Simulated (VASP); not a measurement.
Wanted: the native input for a VASP 6.6.1 run.

- Task: single point
- Functional: PBE
- Potentials or basis: VASP PAW PBE potentials, release 64 (Sc_sv, Al)
- Cutoff: 520 eV
- k mesh: 4 × 4 × 1
- Occupations: gaussian, width 0.1 eV
- Spin: no spin polarisation
- Dipole correction: yes
- Further INCAR settings: ALGO = Normal; EDIFF = 1e-06; NBANDS = 16

The structure of ScAl2 lies in POSCAR:

```
ScAl2
1.0
    3.3512697314      0.0000000000      0.0000000000
    0.0000000000      3.3512697314      0.0000000000
    0.0000000000      0.0000000000     28.5517114800
Sc Al
1 2
Direct
    0.0000000000      0.0000000000      0.2977054460
    0.5000000000      0.5000000000      0.2429143730
    0.5000000000      0.5000000000      0.3524965190
```

The cell was built from a structure type or drawn by symmetry, and may not be a known phase.

The input as run:

INCAR

```
PREC     = Accurate       # precision mode
ENCUT    = 520            # plane-wave cutoff, eV
EDIFF    = 1E-6           # SCF threshold, eV
ISMEAR   = 0              # smearing method
SIGMA    = 0.1            # smearing width, eV
LREAL    = F              # projectors in reciprocal space
LASPH    = T              # aspherical terms in the spheres
NELM     = 100            # most SCF steps
ALGO     = Normal         # electronic algorithm
ISIF     = 2              # what is computed and relaxed
LWAVE    = F              # write WAVECAR
LCHARG   = T              # write CHGCAR
LDIPOL   = T            
IDIPOL   = 3            
DIPOL    = 0.5 0.5 0.298
GGA      = PE             # functional
LELF     = T              # ELF
LVHAR    = T            
LVACPOTAV= T            
NBANDS   = 16             # bands
```

KPOINTS

```
Automatic mesh
0
Gamma
  4 4 1
```

Potentials or basis: VASP PAW PBE potentials, release 64 (Sc_sv, Al).

Launch:

```bash
$ cat potpaw_PBE.64/Sc_sv/POTCAR potpaw_PBE.64/Al/POTCAR > POTCAR
$ mpirun -np 1 vasp_std > vasp.out
```

Results of the run:

The largest force is 0.044 eV/Å and the band gap on the k mesh is zero (an odd number of electrons rules out a gap without spin polarisation).

Caveat: the k points lie up to 0.47 Å⁻¹ apart, too coarse for converged energies and pressures of a metal.

Run time: 64 s on 1 thread of Intel(R) Xeon(R) Platinum 8259CL CPU @ 2.50GHz (Skylake/Cascade Lake), on a shared host, peak memory 0.42 GiB.
